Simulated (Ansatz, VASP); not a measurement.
One calculation of K, two programs

```xyz
1
Lattice="4.3104 0.0000 0.0000 0.0000 4.3104 0.0000 0.0000 0.0000 4.3104" Properties=species:S:1:pos:R:3 pbc="T T T"
K     0.0000    0.0000    0.0000
```

Alike in both runs: task single point; functional PBEsol; k mesh 5 × 5 × 5; occupations fermi-dirac, width 0.1 eV; no spin polarisation.

|  | VASP | Ansatz |
| --- | --- | --- |
| version | VASP 6.6.1 | Ansatz 0.2.0 |
| potentials or method | VASP PAW PBE potentials, release 64 (K_sv) | plane waves, PAW |
| plane-wave cutoff (eV) | 500 | 420 |
| valence electrons in the cell | 9 | 9 |

```tsv
	VASP	Ansatz	Ansatz less VASP
pressure (GPa)	-0.1	-0.1	+0.01
```

VASP's potentials were made for PBE, not for PBEsol.
